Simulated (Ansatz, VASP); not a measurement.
# GeSe: VASP beside Ansatz

```
CELL_PARAMETERS angstrom
11.21945 0.00000 0.00000
0.00000 3.88431 0.00000
0.00000 0.00000 4.52294
ATOMIC_POSITIONS crystal
Ge 0.12812 0.25000 0.12264
Ge 0.87188 0.75000 0.87736
Ge 0.37188 0.75000 0.62264
Ge 0.62812 0.25000 0.37736
Se 0.85442 0.25000 0.49741
Se 0.14558 0.75000 0.50259
Se 0.64558 0.75000 0.99741
Se 0.35442 0.25000 0.00259
```

Alike in both runs: functional PBE; k mesh 2 × 4 × 3; occupations fermi-dirac, width 0.01 eV; no spin polarisation.

Ansatz relaxed the structure, and its values are those at the end. VASP's run is a single point on that final structure, the one shown.

|  | VASP | Ansatz |
| --- | --- | --- |
| version | VASP 6.6.1 | Ansatz 0.2.0 |
| potentials or method | VASP PAW PBE potentials, release 64 (Ge_d, Se), cutoff 500 eV | plane-wave PAW DFT |
| valence electrons in the cell | 80 | 120 |

Ansatz gave:

```
gap on the k mesh at the Fermi level (eV) : 0.87
rms of the force components (eV/Å)        : 0.004
```

Q: What did VASP give for the same quantities?

A: gap on the k mesh at the Fermi level (eV): 0.86; rms of the force components (eV/Å): 0.013.

VASP's potentials hold 80 valence electrons a cell and Ansatz's 120, so a difference there can come from the potentials and not from the codes.

The k mesh is coarse, so the values compare programs but aren't converged.
